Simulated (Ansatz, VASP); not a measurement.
## BaZrO3 in VASP and in Ansatz

POSCAR

```
BaZrO3
1.0
    4.2283851526      0.0000000000      0.0000000000
    0.0000000000      4.2283851526      0.0000000000
    0.0000000000      0.0000000000      4.2283851526
Ba Zr O
1 1 3
Direct
    0.0000000000      0.0000000000      0.0000000000
    0.5000000000      0.5000000000      0.5000000000
    0.0000000000      0.5000000000      0.5000000000
    0.5000000000      0.5000000000      0.0000000000
    0.5000000000      0.0000000000      0.5000000000
```

Contents of INCAR.step1:

```
ALGO     = Normal         # electronic algorithm
EDIFF    = 1E-5           # SCF threshold, eV
ENCUT    = 520            # plane-wave cutoff, eV
GGA      = PE             # functional
GGA_COMPAT= False        
ISIF     = 2              # what is computed and relaxed
ISMEAR   = 0              # smearing method
LASPH    = True           # aspherical terms in the spheres
LREAL    = False          # projectors in reciprocal space
LWAVE    = True           # write WAVECAR
NBANDS   = 28             # bands
NELM     = 120            # most SCF steps
PREC     = Accurate       # precision mode
SIGMA    = 0.05           # smearing width, eV
```

The input INCAR.step2:

```
ALGO     = Normal         # electronic algorithm
EDIFF    = 1E-6           # SCF threshold, eV
ENCUT    = 520            # plane-wave cutoff, eV
GGA      = PE             # functional
GGA_COMPAT= False        
HFSCREEN = 0.2079         # screening, 1/A
ISIF     = 2              # what is computed and relaxed
ISMEAR   = 0              # smearing method
ISTART   = 1            
LASPH    = True           # aspherical terms in the spheres
LCHARG   = True           # write CHGCAR
LELF     = True           # ELF
LHFCALC  = True           # exact exchange
LREAL    = False          # projectors in reciprocal space
LVHAR    = True         
LWAVE    = False          # write WAVECAR
NBANDS   = 28             # bands
NELM     = 120            # most SCF steps
PREC     = Accurate       # precision mode
PRECFOCK = Normal       
SIGMA    = 0.05           # smearing width, eV
```

Contents of KPOINTS:

```
k-points
0
Gamma
  4 4 4
```

Input for Ansatz:

```yaml
crystal:
  lattice:
    - [4.2283851526, 0.0, 0.0]
    - [0.0, 4.2283851526, 0.0]
    - [0.0, 0.0, 4.2283851526]
  atoms:
    - { symbol: Ba, position: [0.0, 0.0, 0.0] }
    - { symbol: Zr, position: [0.5, 0.5, 0.5] }
    - { symbol: O, position: [0.0, 0.5, 0.5] }
    - { symbol: O, position: [0.5, 0.5, 0.0] }
    - { symbol: O, position: [0.5, 0.0, 0.5] }
basis:
  ecutwfc: 420
  ecutrho_ratio: 4
kpoints:
  mp_grid: { grid: [4, 4, 4] }
hamiltonian:
  xc: hse06
scf:
  occupations: { method: gaussian, width: 0.05 }
output:
  forces: true
  stress: true
  eigenvalues: true
  populations: true
  write_density: true
  write_potential: true
  elf: true
  volumetric_format: npy
```

Alike in both runs: task single point; functional HSE06; k mesh 4 × 4 × 4; occupations gaussian, width 0.05 eV; no spin polarisation.

|  | VASP | Ansatz |
| --- | --- | --- |
| version | VASP 6.6.1 | Ansatz 0.2.0 |
| potentials or method | VASP PAW PBE potentials, release 64 (Ba_sv, Zr_sv, O), cutoff 520 eV | scalar-relativistic, plane waves, PAW |
| valence electrons in the cell | 40 | 40 |

VASP gave:

| Quantity | Value |
| --- | --- |
| gap on the k mesh at the Fermi level (eV) | 4.60 |
| least direct gap on the mesh (eV) | 4.91 |
| pressure (GPa) | -3.1 |

What did Ansatz give for the same quantities?

gap on the k mesh at the Fermi level (eV): 4.64; least direct gap on the mesh (eV): 4.93; pressure (GPa): -4.0.

The functional is the same, so the differences come from potentials, cutoffs and numerics. Ansatz's warnings: stress exchange threshold loose, stress scf threshold loose.

Spin-orbit coupling is off throughout.
